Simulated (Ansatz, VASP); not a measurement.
# SnO2: VASP beside Ansatz

```
Sn O
1.0
     4.73727    0.00000    0.00000
     0.00000    4.73727    0.00000
     0.00000    0.00000    3.18638
Sn O
2 4
Cartesian
  0.0000 0.0000 0.0000
  2.3686 2.3686 1.5932
  1.4468 1.4468 0.0000
  0.9219 3.8154 1.5932
  3.2905 3.2905 0.0000
  3.8154 0.9219 1.5932
```

Alike in both runs: functional PBE; k mesh 5 × 5 × 8; no spin polarisation.

Ansatz relaxed the structure, and its values are those at the end. VASP's run is a single point on that final structure, the one shown.

```csv
,VASP,Ansatz
version,VASP 6.6.1,Ansatz 0.2.0
potentials or method,"VASP PAW PBE potentials, release 64 (Sn_d, O)","scalar-relativistic, plane waves, PAW"
plane-wave cutoff (eV),520,420
occupations,"gaussian, width 0.01 eV",fixed
valence electrons in the cell,52,52
```

Ansatz gave:

```
gap on the k mesh at the Fermi level (eV) : 1.25
least direct gap on the mesh (eV)         : 1.25
pressure (GPa)                            : 10.8
rms of the force components (eV/Å)        : 0.000
```

Problem. What did VASP give for the same quantities?

Solution. gap on the k mesh at the Fermi level (eV): 1.24; least direct gap on the mesh (eV): 1.24; pressure (GPa): 11.5; rms of the force components (eV/Å): 0.008.

Ansatz's warnings: stress scf threshold loose.
